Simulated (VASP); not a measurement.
# La (P6_3/mmc) in VASP: a series of runs

The runs below take La through relaxation of cell and atoms, single point, with BLYP, LDA, PBEsol.

Everything below comes from runs of VASP 6.6.1. Logs are shortened: lines on timing, memory, paths and dates and some standing lists are left out, and cuts for length are marked.

## 1. The cell of the first run

The structure is hexagonal, space group P6_3/mmc (No. 194). The conventional cell has a = 3.770 Å, b = 3.770 Å, c = 12.159 Å, α = 90.00°, β = 90.00°, γ = 120.00°. Within 4.9 Å of La (site symmetry -6m2) lie 12 La at 3.74 to 3.77 Å. La (site symmetry -3m) has 12 La at 3.74 to 3.77 Å within 4.9 Å.

## 2. Relaxation of cell and atoms, BLYP

Contents of INCAR:

```
AGGAC = 1.0 ; AGGAX = 1.0
ALDAC = 0.0 ; ALDAX = 1.0
ALGO = Normal ; EDIFF = 1E-6
EDIFFG = -0.01 ; ENCUT = 600
GGA = B5 ; IBRION = 2
ISIF = 3 ; ISMEAR = -1
LASPH = True ; LCHARG = False
LREAL = False ; LWAVE = False
NELM = 60 ; NSW = 60
PREC = Accurate ; SIGMA = 0.05
```

Contents of KPOINTS:

```
k-points
0
Gamma
  8 8 3
```

Contents of POSCAR:

```
La
1.0
    3.7700000000      0.0000000000      0.0000000000
   -1.8850000000      3.2649157723      0.0000000000
    0.0000000000      0.0000000000     12.1590000000
La
4
Direct
    0.6666666667      0.3333333333      0.2500000000
    0.3333333333      0.6666666667      0.7500000000
    0.0000000000      0.0000000000      0.5000000000
    0.0000000000      0.0000000000      0.0000000000
```

Potentials or basis: VASP PAW PBE potentials, release 64 (La).

Started as:

```console
> cat potpaw_PBE.64/La/POTCAR > POTCAR
> mpirun -np 1 vasp_std > vasp.out
```

OUTCAR:

```text
EDIFF = 1E-6
   EDIFFG = -0.01
   ENCUT = 600
   GGA = B5
   IBRION = 2
   ISIF = 3
   ISMEAR = -1
   LASPH = True
   LREAL = False
   NELM = 60
   NSW = 60
   PREC = Accurate

 ion  position               nearest neighbor table
   1  0.667  0.333  0.250-
   2  0.333  0.667  0.750-
   3  0.000  0.000  0.500-
   4  0.000  0.000  0.000-

  LATTYP: Found a hexagonal cell.
 ALAT       =     3.7700000000
 C/A-ratio  =     3.2251989390

  Lattice vectors:

 A1 = (   3.7700000000,   0.0000000000,   0.0000000000)
 A2 = (  -1.8850000000,   3.2649157723,   0.0000000000)
 A3 = (   0.0000000000,   0.0000000000,  12.1590000000)

Analysis of symmetry for initial positions (statically):
=====================================================================
 Subroutine PRICEL returns:
 Original cell was already a primitive cell.

 Routine SETGRP: Setting up the symmetry group for a
 hexagonal supercell.

 Subroutine GETGRP returns: Found 24 space group operations
 (whereof 12 operations were pure point group operations)
 out of a pool of 24 trial point group operations.

The static configuration has the point symmetry D_3d.
 The point group associated with its full space group is D_6h.

Analysis of symmetry for dynamics (positions and initial velocities):
=====================================================================
 Subroutine PRICEL returns:
 Original cell was already a primitive cell.

 Routine SETGRP: Setting up the symmetry group for a
 hexagonal supercell.

 Subroutine GETGRP returns: Found 24 space group operations
 (whereof 12 operations were pure point group operations)
 out of a pool of 24 trial point group operations.

The dynamic configuration has the point symmetry D_3d.
 The point group associated with its full space group is D_6h.

 Subroutine INISYM returns: Found 24 space group operations
 (whereof 12 operations are pure point group operations),
 and found     1 'primitive' translations

----------------------------------------------------------------------------------------

                                     Primitive cell

  volume of cell :     149.6619

  direct lattice vectors                    reciprocal lattice vectors
     3.770000000  0.000000000  0.000000000     0.265251989  0.153143307  0.000000000
    -1.885000000  3.264915772  0.000000000     0.000000000  0.306286615  0.000000000
[... 71 lines left out ...]
   ions per type =               4
   NGX,Y,Z   is equivalent  to a cutoff of  13.23, 13.23, 13.40 a.u.
   NGXF,Y,Z  is equivalent  to a cutoff of  26.46, 26.46, 26.80 a.u.
 SYSTEM =  unknown system
   PREC   = accura    normal or accurate (medium, high low for compatibility)
   ISTART =      0    job   : 0-new  1-cont  2-samecut
   ICHARG =      2    charge: 1-file 2-atom 10-const
   ISPIN  =      1    spin polarized calculation?
   LNONCOLLINEAR =      F non collinear calculations
   LSORBIT =      F    spin-orbit coupling
   LASPH  =      T    aspherical Exc in radial PAW
   ENCUT  =  600.0 eV  44.10 Ry    6.64 a.u.   7.53  7.53 24.28*2*pi/ulx,y,z
   NELM   =     60;   NELMIN=  2; NELMDL= -5     # of ELM steps
   EDIFF  = 0.1E-05   stopping-criterion for ELM
   LREAL  =      F    real-space projection
   EDIFFG = -.1E-01   stopping-criterion for IOM
   NSW    =     60    number of steps for IOM
   IBRION =      2    ionic relax: 0-MD 1-quasi-New 2-CG
   NFREE  =      1    steps in history (QN), initial steepest desc. (CG)
   ISIF   =      3    stress and relaxation
   ISYM   =      2    0-nonsym 1-usesym 2-fastsym
   POTIM  = 0.5000    time-step for ionic-motion
   TEBEG  =    0.0;   TEEND  =   0.0 temperature during run
   PSTRESS=    0.0 pullay stress
   NELECT =      44.0000    total number of electrons
   NUPDOWN=      -1.0000    fix difference up-down
   EMIN   =  10.00;   EMAX   =-10.00  energy-range for DOS
   EFERMI =   0.00;   METHOD = LEGACY
   ISMEAR =    -1;   SIGMA  =   0.05  broadening in eV -4-tet -1-fermi 0-gaus
   EFERMI_NEDOS =   21; number of points for ismear=-14 and -15
   IALGO  =     38    algorithm
   IMIX   =      4    mixing-type and parameters
     AMIX     =   0.40;   BMIX     =  1.00
     AMIX_MAG =   1.60;   BMIX_MAG =  1.00
  volume/ion in A,a.u.               =      37.42       252.49
  Fermi-wavevector in a.u.,A,eV,Ry     =   1.088567  2.057094 16.122618  1.184979
  Thomas-Fermi vector in A             =   2.224752
   LORBIT       =      0    0 simple, 1 ext, 2 COOP (PROOUT), +10 PAW based schemes
   GGA     = B5    functional components
   LHFCALC =     F    Hartree Fock is set to
   AEXX    =    0.0000 exact exchange contribution
   IVDW    =     0    specifies the selected vdW correction
   LEPSILON=     F    determine dielectric tensor
   LRPA    =     F    only Hartree local field effects (RPA)
 conjugate gradient relaxation of ions
 non-spin polarized calculation
  energy-cutoff  :      600.00
  volume of cell :      149.66
 maximum number of plane-waves:      5029
   NGX = 15   NGY = 15   NGZ = 49

--------------------------------------- Ionic step        1  -------------------------------------------

 number of electron      43.9999997 magnetization

 Free energy of the ion-electron system (eV)
  ---------------------------------------------------
  ext. energy  EPLUGINS =         0.00000000
  ---------------------------------------------------
  free energy    TOTEN  =       -15.79604280 eV

  energy without entropy =      -15.74120747  energy(sigma->0) =      -15.76862513

------------------------ aborting loop because EDIFF is reached ----------------------------------------

  FORCE on cell =-STRESS in cart. coord.  units (eV):
  Direction    XX          YY          ZZ          XY          YZ          ZX
  --------------------------------------------------------------------------------------
  -------------------------------------------------------------------------------------
  Total        1.6553224      1.6553224      1.5842324      0.0000000      0.0000000     -0.0000000
  in kB       17.7207457     17.7207457     16.9597051      0.0000000      0.0000000     -0.0000000
  external PRESSURE =      17.4670655 kB  Pullay stress =       0.0000000 kB
[... 63 lines left out ...]
--------------------------------------- Ionic step        3  -------------------------------------------

 number of electron      44.0000001 magnetization

 Free energy of the ion-electron system (eV)
  ---------------------------------------------------
  ext. energy  EPLUGINS =         0.00000000
  ---------------------------------------------------
  free energy    TOTEN  =       -15.84743860 eV

  energy without entropy =      -15.78921569  energy(sigma->0) =      -15.81832715

 E-fermi :   7.7438     XC(G=0):  -8.7298

 val. band max:        7.7413742364   @ k =   0.3750   0.2500   0.3333
 cond. band min:       7.7635049868   @ k =   0.1250   0.1250   0.0000
 fundamental gap:      0.0221307504
 Fermi energy:         7.7438086432

 k-point     1 :       0.0000    0.0000    0.0000
  band No.  band energies     occupation
      1     -25.2831      2.00000
      2     -25.2118      2.00000
      3     -25.2018      2.00000
      4     -25.1286      2.00000
      5      -9.5316      2.00000
      6      -8.9966      2.00000
[... 600 lines left out ...]
  FREE ENERGIE OF THE ION-ELECTRON SYSTEM (eV)
  ---------------------------------------------------
  free  energy   TOTEN  =       -15.8474386022 eV

  energy  without entropy=      -15.7892156929  energy(sigma->0) =      -15.81832715

 reached required accuracy - stopping structural energy minimisation
```

OSZICAR:

```text
N       E                     dE             d eps       ncg     rms          rms(c)
DAV:   1     0.587379857719E+03    0.58738E+03   -0.16606E+04  1040   0.261E+03
DAV:   2     0.131795391187E+03   -0.45558E+03   -0.45063E+03  1600   0.456E+02
DAV:   3     0.342011101623E+01   -0.12838E+03   -0.12734E+03  1896   0.279E+02
[... 29 lines left out ...]
DAV:   3    -0.158474809293E+02    0.11545E-02   -0.89900E-03  1448   0.708E-01    0.432E-02
DAV:   4    -0.158474406909E+02    0.40238E-04   -0.87121E-04  1852   0.297E-01    0.147E-02
DAV:   5    -0.158474360892E+02    0.46018E-05   -0.51214E-05  1888   0.611E-02    0.695E-03
DAV:   6    -0.158474382496E+02   -0.21604E-05   -0.14126E-05  1736   0.289E-02    0.447E-03
DAV:   7    -0.158474386022E+02   -0.35264E-06   -0.25821E-06  1072   0.166E-02
   3 F= -.15847439E+02 E0= -.15818327E+02  d E =-.513958E-01
```

CONTCAR:

```text
La
   1.00000000000000
     3.8516871884001409    0.0000000000000000   -0.0000000000000000
    -1.9258435942000705    3.3356589526203710    0.0000000000000000
     0.0000000000000000    0.0000000000000000   12.4111429096446102
  La
     4
Direct
     0.6666666667000030    0.3333333332999970    0.2500000000000000
     0.3333333332999970    0.6666666667000030    0.7500000000000000
     0.0000000000000000    0.0000000000000000    0.5000000000000000
     0.0000000000000000    0.0000000000000000    0.0000000000000000

  0.00000000E+00  0.00000000E+00  0.00000000E+00
  0.00000000E+00  0.00000000E+00  0.00000000E+00
  0.00000000E+00  0.00000000E+00  0.00000000E+00
  0.00000000E+00  0.00000000E+00  0.00000000E+00
```

Wall time 7.1 min (1 thread of Intel Xeon Platinum 8259CL at 2.50GHz (Skylake/Cascade Lake), shared host); peak memory 0.33 GiB.

Results:

```yaml
Free_energy: -15.8474 eV
Relaxed_volume: 39.86 Å³/atom
Relaxed_cell: a = 3.852 Å, b = 3.852 Å, c = 12.411 Å, α = 90.00°, β = 90.00°, γ = 120.00°
Space_group_after_relaxing_to_0.05_Å: P6_3/mmc (No. 194)
Energy_gained_by_relaxing: 12.8 meV/atom
Ionic_steps: 3
Pressure_after_relaxing: 0.0 GPa
Band_gap_on_the_k_mesh: zero (band 22 reaches 8.57 eV, above the bottom of band 23 at 7.50 eV)
```

The path:
```
step  energy change (eV)  largest force (eV/Å)  pressure (GPa)  volume (Å³)
   1              0.0000                0.0000            1.75       149.66
   2             -0.0511                0.0000            0.12       158.67
   3             -0.0514                0.0000           -0.01       159.46
```

Final structure:
```
La
1.0
     3.85169    0.00000    0.00000
    -1.92584    3.33566    0.00000
     0.00000    0.00000   12.41114
La
4
Direct
  0.66667 0.33333 0.25000
  0.33333 0.66667 0.75000
  0.00000 0.00000 0.50000
  0.00000 0.00000 0.00000
```

Caveat: the PAW data sets were made with another functional, which shifts forces and pressure a little; spin-orbit coupling is left out, which moves the levels of the heavy elements. BLYP gives volumes clearly too large for solids.

## 3. Single point, LDA

This run uses another cell than the first one, of 32.26 Å³/atom, 0.862 times its volume.

Contents of INCAR:

```
PREC = Accurate ; ENCUT = 520
EDIFF = 1E-6 ; ISMEAR = -1
SIGMA = 0.05 ; LREAL = F
LASPH = T ; NELM = 60
ALGO = Normal ; ISIF = 2
LWAVE = F ; LCHARG = F
NBANDS = 30
```

Contents of KPOINTS:

```
Automatic mesh
0
Gamma
  8 8 3
```

Contents of POSCAR:

```
La
1.0
    3.5927706332      0.0000000000      0.0000000000
   -1.7963853166      3.1114306383      0.0000000000
    0.0000000000      0.0000000000     11.5439744335
La
4
Direct
    0.6666666667      0.3333333333      0.2500000000
    0.3333333333      0.6666666667      0.7500000000
    0.0000000000      0.0000000000      0.5000000000
    0.0000000000      0.0000000000      0.0000000000
```

Potentials or basis: VASP PAW LDA potentials, release 64 (La).

Started as:

```console
> cat potpaw_LDA.64/La/POTCAR > POTCAR
> mpirun -np 1 vasp_std > vasp.out
```

OUTCAR:

```text
PREC = Accurate
   ENCUT = 520
   EDIFF = 1E-6
   ISMEAR = -1
   LREAL = F
   LASPH = T
   NELM = 60
   ISIF = 2

 ion  position               nearest neighbor table
   1  0.667  0.333  0.250-   3 3.55   4 3.55   3 3.55   4 3.55   3 3.55   4 3.55
   2  0.333  0.667  0.750-   3 3.55   4 3.55   3 3.55   4 3.55   3 3.55   4 3.55
   3  0.000  0.000  0.500-   1 3.55   2 3.55   2 3.55   1 3.55   1 3.55   2 3.55
   4  0.000  0.000  0.000-   1 3.55   2 3.55   2 3.55   1 3.55   1 3.55   2 3.55

  LATTYP: Found a hexagonal cell.
[... 855 lines left out ...]
  --------------------------------------------------------------------------------------
  -------------------------------------------------------------------------------------
  Total       -0.0726647     -0.0726647     -0.0890983     -0.0000000      0.0000000      0.0000000
  in kB       -0.9021717     -0.9021717     -1.1062029     -0.0000000      0.0000000      0.0000000
  external PRESSURE =      -0.9701821 kB  Pullay stress =       0.0000000 kB

 VOLUME and BASIS-vectors are now :
 -----------------------------------------------------------------------------
  energy-cutoff  :      520.00
  volume of cell :      129.05
      direct lattice vectors                 reciprocal lattice vectors
     3.592770633  0.000000000  0.000000000     0.278336722  0.160697781  0.000000000
    -1.796385317  3.111430638  0.000000000     0.000000000  0.321395562  0.000000000
     0.000000000  0.000000000 11.543974434     0.000000000  0.000000000  0.086625278

 POSITION                                       TOTAL-FORCE (eV/Angst)
 -----------------------------------------------------------------------------------
      1.79639      1.03714      2.88599        -0.000000      0.000000     -0.000000
     -0.00000      2.07429      8.65798         0.000000     -0.000000      0.000000
      0.00000      0.00000      5.77199        -0.000000     -0.000000      0.000000
      0.00000      0.00000      0.00000        -0.000000     -0.000000      0.000000
 -----------------------------------------------------------------------------------
    total drift:                               -0.000000      0.000000      0.000000

  FREE ENERGIE OF THE ION-ELECTRON SYSTEM (eV)
  ---------------------------------------------------
  free  energy   TOTEN  =       -22.3600744233 eV

  energy  without entropy=      -22.3107680181  energy(sigma->0) =      -22.33542122
```

It took 3 min on 1 thread of AMD EPYC 7R43 (Zen 3), shared host; peak memory 0.21 GiB.

What came out:

| Quantity | Value |
| --- | --- |
| Free energy | -22.3601 eV |
| Pressure | -0.1 GPa |
| Band gap on the k mesh | zero (band 22 reaches 10.00 eV, above the bottom of band 23 at 8.89 eV) |

Caveat: spin-orbit coupling is left out, which moves the levels of the heavy elements.

(Continued in part 2 of 2.)
